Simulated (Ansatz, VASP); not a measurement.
# Ti2RuC3: VASP beside Ansatz

```
Ti Ru C
1.0
     3.10830    0.00000    0.00000
     0.00000    5.38374    0.00000
     0.00000    0.00000    7.21988
Ti Ru C
4 2 6
Direct
  0.00000 0.33333 0.67332
  0.50000 0.83333 0.67332
  0.50000 0.16667 0.32668
  0.00000 0.66667 0.32668
  0.00000 0.00000 0.00000
  0.50000 0.50000 0.00000
  0.00000 0.00000 0.50000
  0.50000 0.50000 0.50000
  0.00000 0.33333 0.15981
  0.50000 0.83333 0.15981
  0.50000 0.16667 0.84019
  0.00000 0.66667 0.84019
```

Alike in both runs: task single point; functional PBE; k mesh 8 × 4 × 4; occupations gaussian, width 0.2 eV; no spin polarisation.

```csv
,VASP,Ansatz
version,VASP 6.6.1,Ansatz 0.2.0
potentials or method,"VASP PAW PBE potentials, release 64 (Ti_sv, Ru_pv, C), cutoff 520 eV","scalar-relativistic, plane waves, PAW"
valence electrons in the cell,100,104
```

```csv
,VASP,Ansatz,Ansatz less VASP
gap on the k mesh at the Fermi level (eV),none,none,-
pressure (GPa),0.2,0.0,-0.21
"traceless stress, the component that is largest in VASP (GPa)",0.22,0.22,-0.003
rms of the force components (eV/Å),0.015,0.012,-0.0035
```

Atom by atom the forces differ by 0.004 eV/Å (rms over components). A gap of «none» marks a metal or a gap that the smearing closes. VASP's potentials hold 100 valence electrons a cell and Ansatz's 104, so a difference there can come from the potentials and not from the codes.
